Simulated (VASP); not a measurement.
# S (I4/mmm) in VASP: a series of runs

S is run at these levels: PBE; tasks: single point, relaxation of cell and atoms.

Everything below comes from runs of VASP 6.6.1. Logs are shortened: lines on timing, memory, paths and dates and some standing lists are left out, and cuts for length are marked.

### 1 The cell of the first run

Symmetry: I4/mmm, No. 139, tetragonal system. The conventional cell has a = 2.365 Å, b = 2.365 Å, c = 8.739 Å, α = 90.00°, β = 90.00°, γ = 90.00°. S (site symmetry 4/mmm) has 4 S at 2.37 Å within 3.1 Å.

### 2 Single point, PBE

Contents of INCAR:

```
SYSTEM = S
ALGO = Normal
EDIFF = 1E-6
ENCUT = 520
GGA = PE
ISIF = 2
ISMEAR = 0
LASPH = .True.
LCHARG = .True.
LELF = .True.
LREAL = .False.
LVHAR = .True.
LWAVE = .False.
NBANDS = 9
NELM = 60
PREC = Accurate
SIGMA = 0.1
```

Contents of KPOINTS:

```
k-points
0
Gamma
  24 24 24
  0 0 0
```

Contents of POSCAR:

```
S
1.0
   -1.1825707547      1.1825707547      4.3695054746
    1.1825707547     -1.1825707547      4.3695054746
    1.1825707547      1.1825707547     -4.3695054746
S
1
Direct
    0.0000000000      0.0000000000      0.0000000000
```

Potentials or basis: VASP PAW PBE potentials, release 64 (S).

Started as:

```
$ cat potpaw_PBE.64/S/POTCAR > POTCAR
$ mpirun -np 1 vasp_std > vasp.out
```

OUTCAR:

```text
SYSTEM = S
   EDIFF = 1E-6
   ENCUT = 520
   GGA = PE
   ISIF = 2
   ISMEAR = 0
   LASPH = .True.
   LREAL = .False.
   NELM = 60
   PREC = Accurate

 ion  position               nearest neighbor table
   1  0.000  0.000  0.000-

  LATTYP: Found a body centered tetragonal cell.
 ALAT       =     2.3651415094
 C/A-ratio  =     3.6949209654

  Lattice vectors:

 A1 = (  -1.1825707547,   1.1825707547,   4.3695054746)
 A2 = (   1.1825707547,  -1.1825707547,   4.3695054746)
 A3 = (   1.1825707547,   1.1825707547,  -4.3695054746)

Analysis of symmetry for initial positions (statically):
=====================================================================
 Subroutine PRICEL returns:
 Original cell was already a primitive cell.

 Routine SETGRP: Setting up the symmetry group for a
 body centered tetragonal supercell.

 Subroutine GETGRP returns: Found 16 space group operations
 (whereof 16 operations were pure point group operations)
 out of a pool of 16 trial point group operations.

The static configuration has the point symmetry D_4h.

Analysis of symmetry for dynamics (positions and initial velocities):
=====================================================================
 Subroutine PRICEL returns:
 Original cell was already a primitive cell.

 Routine SETGRP: Setting up the symmetry group for a
 body centered tetragonal supercell.

 Subroutine GETGRP returns: Found 16 space group operations
 (whereof 16 operations were pure point group operations)
 out of a pool of 16 trial point group operations.

The dynamic configuration has the point symmetry D_4h.

 Subroutine INISYM returns: Found 16 space group operations
 (whereof 16 operations are pure point group operations),
 and found     1 'primitive' translations

----------------------------------------------------------------------------------------

                                     Primitive cell

  volume of cell :      24.4426

  direct lattice vectors                    reciprocal lattice vectors
    -1.182570755  1.182570755  4.369505475     0.000000000  0.422807682  0.114429425
     1.182570755 -1.182570755  4.369505475     0.422807682  0.000000000  0.114429425
     1.182570755  1.182570755 -4.369505475     0.422807682  0.422807682  0.000000000

  length of vectors
     4.678624293  4.678624293  4.678624293     0.438018755  0.438018755  0.597940359

  position of ions in fractional coordinates (direct lattice)
     0.000000000  0.000000000  0.000000000

  ion indices of the primitive-cell ions
   primitive index   ion index
                 1           1

----------------------------------------------------------------------------------------

 KPOINTS: k-points

Automatic generation of k-mesh.
 Grid dimensions read from file:
 generate k-points for:   24   24   24

 Generating k-lattice:

  Cartesian coordinates                     Fractional coordinates (reciprocal lattice)
     0.000000000  0.017616987  0.004767893     0.041666667 -0.000000000  0.000000000
     0.017616987  0.000000000  0.004767893    -0.000000000  0.041666667  0.000000000
     0.017616987  0.017616987  0.000000000     0.000000000  0.000000000  0.041666667

  Length of vectors
     0.018250781  0.018250781  0.024914182

  Shift w.r.t. Gamma in fractional coordinates (k-lattice)
     0.000000000  0.000000000  0.000000000

 Subroutine IBZKPT returns following result:
 ===========================================

 Found   1063 irreducible k-points:

 Following reciprocal coordinates:
            Coordinates               Weight
  0.000000  0.000000  0.000000      1.000000
  0.041667  0.000000  0.000000      8.000000
  0.083333  0.000000 -0.000000      8.000000
  0.125000  0.000000 -0.000000      8.000000
  0.166667  0.000000 -0.000000      8.000000
  0.208333  0.000000  0.000000      8.000000
[... 16 lines left out ...]
  0.416667  0.041667  0.000000     16.000000
  0.458333  0.041667  0.000000     16.000000
 [... further k-points ...]
   k-points           NKPTS =   1063   k-points in BZ     NKDIM =   1063   number of bands    NBANDS=      9
   number of dos      NEDOS =    301   number of ions     NIONS =      1
   total plane-waves  NPLWV =  46656
   dimension x,y,z NGX =    36 NGY =   36 NGZ =   36
   dimension x,y,z NGXF=    72 NGYF=   72 NGZF=   72
   ions per type =               1
   NGX,Y,Z   is equivalent  to a cutoff of  12.79, 12.79, 12.79 a.u.
   NGXF,Y,Z  is equivalent  to a cutoff of  25.58, 25.58, 25.58 a.u.
 SYSTEM =  S
   PREC   = accura    normal or accurate (medium, high low for compatibility)
   ISTART =      0    job   : 0-new  1-cont  2-samecut
   ICHARG =      2    charge: 1-file 2-atom 10-const
   ISPIN  =      1    spin polarized calculation?
   LNONCOLLINEAR =      F non collinear calculations
   LSORBIT =      F    spin-orbit coupling
   LASPH  =      T    aspherical Exc in radial PAW
   ENCUT  =  520.0 eV  38.22 Ry    6.18 a.u.   8.70  8.70  8.70*2*pi/ulx,y,z
   NELM   =     60;   NELMIN=  2; NELMDL= -5     # of ELM steps
   EDIFF  = 0.1E-05   stopping-criterion for ELM
   LREAL  =      F    real-space projection
   EDIFFG = 0.1E-04   stopping-criterion for IOM
   NSW    =      0    number of steps for IOM
   IBRION =     -1    ionic relax: 0-MD 1-quasi-New 2-CG
   NFREE  =      0    steps in history (QN), initial steepest desc. (CG)
   ISIF   =      2    stress and relaxation
   ISYM   =      2    0-nonsym 1-usesym 2-fastsym
   POTIM  = 0.5000    time-step for ionic-motion
   TEBEG  =    0.0;   TEEND  =   0.0 temperature during run
   PSTRESS=    0.0 pullay stress
   NELECT =       6.0000    total number of electrons
   NUPDOWN=      -1.0000    fix difference up-down
   EMIN   =  10.00;   EMAX   =-10.00  energy-range for DOS
   EFERMI =   0.00;   METHOD = LEGACY
   ISMEAR =     0;   SIGMA  =   0.10  broadening in eV -4-tet -1-fermi 0-gaus
   EFERMI_NEDOS =   21; number of points for ismear=-14 and -15
   IALGO  =     38    algorithm
   IMIX   =      4    mixing-type and parameters
     AMIX     =   0.40;   BMIX     =  1.00
     AMIX_MAG =   1.60;   BMIX_MAG =  1.00
  volume/ion in A,a.u.               =      24.44       164.95
  Fermi-wavevector in a.u.,A,eV,Ry     =   1.025045  1.937055 14.295885  1.050718
  Thomas-Fermi vector in A             =   2.158865
   LORBIT       =      0    0 simple, 1 ext, 2 COOP (PROOUT), +10 PAW based schemes
   GGA     = PE    functional components
   LHFCALC =     F    Hartree Fock is set to
   AEXX    =    0.0000 exact exchange contribution
   IVDW    =     0    specifies the selected vdW correction
   LEPSILON=     F    determine dielectric tensor
   LRPA    =     F    only Hartree local field effects (RPA)
 non-spin polarized calculation
 Gauss-broadening in eV      SIGMA  =   0.10
  energy-cutoff  :      520.00
  volume of cell :       24.44
 maximum number of plane-waves:       677
   NGX = 17   NGY = 17   NGZ = 17

 number of electron       6.0000000 magnetization

 Free energy of the ion-electron system (eV)
  ---------------------------------------------------
  ext. energy  EPLUGINS =         0.00000000
  ---------------------------------------------------
  free energy    TOTEN  =        -3.64288066 eV

  energy without entropy =       -3.64042428  energy(sigma->0) =       -3.64165247

 E-fermi :   2.8421     XC(G=0):  -8.3433

 val. band max:        2.8387403442   @ k =  -0.4167  -0.4167   0.0417
 cond. band min:       2.8490079200   @ k =  -0.4583   0.2917  -0.0000
 fundamental gap:      0.0102675758
 Fermi energy:         2.8421070611

 k-point     1 :       0.0000    0.0000    0.0000
  band No.  band energies     occupation
      1     -13.8739      2.00000
      2      -1.6403      2.00000
      3       6.4242      0.00000
      4       7.3662      0.00000
      5       7.3662      0.00000
      6      11.6185      0.00000
      7      16.6118      0.00000
      8      21.0655      0.00000
      9      22.2616      0.00000

 k-point     2 :       0.0417    0.0000    0.0000
  band No.  band energies     occupation
      1     -13.8333      2.00000
      2      -1.6080      2.00000
      3       6.4703      0.00000
      4       6.8726      0.00000
      5       7.3941      0.00000
      6      12.0178      0.00000
      7      16.7862      0.00000
      8      20.4883      0.00000
      9      22.3264      0.00000

 k-point     3 :       0.0833    0.0000   -0.0000
  band No.  band energies     occupation
      1     -13.7120      2.00000
      2      -1.5115      2.00000
      3       5.7115      0.00000
      4       6.6663      0.00000
      5       7.4772      0.00000
      6      12.8138      0.00000
      7      17.3220      0.00000
      8      19.2702      0.00000
      9      22.4167      0.00000

 k-point     4 :       0.1250    0.0000   -0.0000
  band No.  band energies     occupation
      1     -13.5108      2.00000
      2      -1.3516      2.00000
      3       4.3627      0.00000
      4       6.9435      0.00000
      5       7.6134      0.00000
      6      13.5737      0.00000
      7      17.7652      0.00000
      8      18.2847      0.00000
      9      22.4274      0.00000
[... 205 lines left out ...]
 k-point    22 :       0.3750    0.0417   -0.0000
  band No.  band energies     occupation
      1     -10.8068      2.00000
      2      -3.3588      2.00000
      3       0.6608      2.00000
      4       8.7646      0.00000
      5       9.5970      0.00000
      6      11.6851      0.00000
      7      16.4480      0.00000
      8      19.4380      0.00000
      9      19.9442      0.00000

 k-point    23 :       0.4167    0.0417    0.0000
  band No.  band energies     occupation
      1     -10.2561      2.00000
      2      -4.2836      2.00000
      3       1.0251      2.00000
      4       8.9533      0.00000
      5       9.0637      0.00000
      6      12.4867      0.00000
      7      16.1514      0.00000
      8      18.7965      0.00000
      9      19.3491      0.00000

 k-point    24 :       0.4583    0.0417    0.0000
  band No.  band energies     occupation
      1      -9.8182      2.00000
      2      -4.9468      2.00000
      3       1.2916      2.00000
      4       8.5437      0.00000
      5       9.1794      0.00000
      6      13.4465      0.00000
      7      15.3824      0.00000
      8      18.5880      0.00000
      9      18.9639      0.00000

 [... further k-points ...]

------------------------ aborting loop because EDIFF is reached ----------------------------------------

  FORCE on cell =-STRESS in cart. coord.  units (eV):
  Direction    XX          YY          ZZ          XY          YZ          ZX
  --------------------------------------------------------------------------------------
  -------------------------------------------------------------------------------------
  Total       -0.0343938     -0.0343938     -0.0036490      0.0000000      0.0000000      0.0000000
  in kB       -2.2544678     -2.2544678     -0.2391888      0.0000000      0.0000000      0.0000000
  external PRESSURE =      -1.5827081 kB  Pullay stress =       0.0000000 kB

 VOLUME and BASIS-vectors are now :
 -----------------------------------------------------------------------------
  energy-cutoff  :      520.00
  volume of cell :       24.44
      direct lattice vectors                 reciprocal lattice vectors
    -1.182570755  1.182570755  4.369505475     0.000000000  0.422807682  0.114429425
     1.182570755 -1.182570755  4.369505475     0.422807682  0.000000000  0.114429425
     1.182570755  1.182570755 -4.369505475     0.422807682  0.422807682  0.000000000

 POSITION                                       TOTAL-FORCE (eV/Angst)
 -----------------------------------------------------------------------------------
      0.00000      0.00000      0.00000         0.000000     -0.000000     -0.000000
 -----------------------------------------------------------------------------------
    total drift:                                0.000000     -0.000000      0.000000

  FREE ENERGIE OF THE ION-ELECTRON SYSTEM (eV)
  ---------------------------------------------------
  free  energy   TOTEN  =        -3.6428806600 eV

  energy  without entropy=       -3.6404242810  energy(sigma->0) =       -3.64165247
```

It took 4.4 min on 1 thread of AMD EPYC 9R45 (Zen 5), shared host; peak memory 0.32 GiB.

What came out:

- Free energy: -3.6429 eV
- Pressure: -0.2 GPa
- Band gap on the k mesh: zero (bands 3 and 4 overlap by 6.01 eV)

Stress tensor (GPa, compression positive):
```
-0.23  0.00  0.00
 0.00 -0.23  0.00
 0.00  0.00 -0.02
```

### 3 Relaxation of cell and atoms, PBE

This run uses another cell than the first one, of 23.07 Å³/atom.

Contents of INCAR:

```
ALGO = Normal ; EDIFF = 1E-7
EDIFFG = -0.01 ; ENCUT = 600
GGA = PE ; IBRION = 2
ISIF = 3 ; ISMEAR = 0
LASPH = T ; LCHARG = F
LREAL = F ; LWAVE = F
NELM = 60 ; NSW = 100
PREC = Accurate ; SIGMA = 0.1
```

Contents of KPOINTS:

```
k-points
0
Gamma
  24 24 24
```

Contents of POSCAR:

```
S
1.0
   -1.1871649166      1.1871649166      4.0925834407
    1.1871649166     -1.1871649166      4.0925834407
    1.1871649166      1.1871649166     -4.0925834407
S
1
Direct
    0.0000000000      0.0000000000      0.0000000000
```

Potentials or basis: VASP PAW PBE potentials, release 64 (S).

Started as:

```
$ cat potpaw_PBE.64/S/POTCAR > POTCAR
$ mpirun -np 1 vasp_std > vasp.out
```

Wall time 58 min (1 thread of Intel Xeon 8259CL, shared host); peak memory 0.36 GiB.

Results (log left out):

```
Free energy                           : -3.6428 eV
Relaxed volume                        : 24.19 Å³/atom
Relaxed cell                          : a = 4.642 Å, b = 4.642 Å, c = 4.642 Å, α = 150.50°, β = 150.50°, γ = 42.20°
Space group after relaxing (to 0.1 Å) : I4/mmm (No. 139)
Energy gained by relaxing             : 1.7 meV/atom
Ionic steps                           : 8
Pressure after relaxing               : 0.0 GPa
Band gap on the k mesh                : zero (bands 3 and 4 overlap by 6.02 eV)
```

The path:
| step | energy change (eV) | largest force (eV/Å) | pressure (GPa) | volume (Å³) |
| --- | --- | --- | --- | --- |
| 1 | 0.0000 | 0.0000 | -0.78 | 23.07 |
| 2 | -0.0003 | 0.0000 | 0.80 | 22.70 |
| 3 | -0.0009 | 0.0000 | 0.08 | 22.86 |
| 4 | -0.0010 | 0.0000 | 0.08 | 22.89 |
| 5 | -0.0011 | 0.0000 | 0.07 | 22.98 |
| 6 | -0.0012 | 0.0000 | 0.06 | 23.15 |
| 7 | -0.0015 | 0.0000 | 0.03 | 23.50 |
| 8 | -0.0017 | 0.0000 | -0.01 | 24.19 |

Final structure:
```cif
data_structure
_symmetry_space_group_name_H-M 'P 1'
_symmetry_Int_Tables_number 1
_cell_length_a 4.6418
_cell_length_b 4.6418
_cell_length_c 4.6418
_cell_angle_alpha 150.504
_cell_angle_beta 150.504
_cell_angle_gamma 42.202
_cell_volume 24.19
loop_
_atom_site_label
_atom_site_type_symbol
_atom_site_fract_x
_atom_site_fract_y
_atom_site_fract_z
_atom_site_occupancy
S1 S 0.00000 0.00000 0.00000 1
```

Levels at points of the mesh, in eV from the Fermi level:
| k point | band 1 | band 2 | band 3 | band 4 | band 5 | band 6 | band 7 |
| --- | --- | --- | --- | --- | --- | --- | --- |
| (0.00, 0.00, 0.00) | -16.74 | -4.47 | 3.58 | 4.54 | 4.54 | 8.77 | 13.82 |
| (0.50, 0.00, 0.00) | -12.53 | -8.09 | -1.48 | 5.48 | 6.77 | 11.02 | 12.08 |
| (0.50, 0.50, 0.00) | -7.91 | -5.12 | -5.09 | 1.45 | 3.55 | 9.29 | 10.24 |
| (0.50, 0.50, 0.50) | -16.69 | -5.26 | 4.52 | 4.52 | 8.40 | 8.74 | 9.39 |
